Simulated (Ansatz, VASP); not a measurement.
# CoO: VASP beside Ansatz

INCAR

```
ALGO = Normal
EDIFF = 1E-6
ENCUT = 520
GGA = PE
ISIF = 2
ISMEAR = 0
ISPIN = 2
LASPH = True
LCHARG = False
LDAU = True
LDAUJ = 0 0
LDAUL = 2 -1
LDAUPRINT = 1
LDAUTYPE = 2
LDAUU = 3.32 0
LMAXMIX = 4
LORBIT = 11
LREAL = False
LWAVE = False
MAGMOM = 3 0
NBANDS = 18
NELM = 150
PREC = Accurate
SIGMA = 0.02
```

Contents of KPOINTS:

```
k-points
0
Gamma
  14 14 14
```

POSCAR

```
CoO
1.0
    0.0000000000      2.3192549574      2.3192549574
    2.3192549574      0.0000000000      2.3192549574
    2.3192549574      2.3192549574      0.0000000000
Co O
1 1
Direct
    0.0000000000      0.0000000000      0.0000000000
    0.2500000000      0.2500000000      0.2500000000
```

Input for Ansatz:

```yaml
crystal:
  lattice:
    - [0.0, 2.3192549574, 2.3192549574]
    - [2.3192549574, 0.0, 2.3192549574]
    - [2.3192549574, 2.3192549574, 0.0]
  atoms:
    - { symbol: Co, position: [0.0, 0.0, 0.0], spin: 3.0 }
    - { symbol: O, position: [0.25, 0.25, 0.25] }
basis:
  ecutwfc: 420
kpoints:
  mp_grid: { grid: [14, 14, 14] }
hamiltonian:
  xc: pbe
  hubbard: { sites: [{ species: Co, l: d, u_eff: 3.32 }] }
scf:
  occupations: { method: gaussian, width: 0.02 }
output:
  forces: true
  stress: true
  eigenvalues: true
  populations: true
magnetization:
  spin_polarized: true
```

Alike in both runs: task single point; functional PBE; k mesh 14 × 14 × 14; occupations gaussian, width 0.02 eV; collinear spin; Hubbard terms Co d U = 3.32 eV.

```csv
,VASP,Ansatz
version,VASP 6.6.1,Ansatz 0.2.0
potentials or method,"VASP PAW PBE potentials, release 64 (Co, O), cutoff 520 eV","scalar-relativistic, plane waves, PAW"
valence electrons in the cell,15,23
```

VASP gave:

| Property | Result |
| --- | --- |
| gap on the k mesh at the Fermi level (eV) | 0.59 |
| least direct gap on the mesh (eV) | 0.59 |
| pressure (GPa) | -1.7 |
| net moment per atom (μB) | 1.50 |
| size of the moment on the site where the two differ most (μB) | 2.71 |

What did Ansatz give for the same quantities?

gap on the k mesh at the Fermi level (eV): 0.43; least direct gap on the mesh (eV): 0.43; pressure (GPa): 0.0; net moment per atom (μB): 1.50; size of the moment on the site where the two differ most (μB): 2.48.

Site moments also hang on the region over which each program counts them. The programs project onto different local orbitals, so the same U acts differently, and such runs can settle in different states. VASP's potentials hold 15 valence electrons a cell and Ansatz's 23, so a difference there can come from the potentials and not from the codes.
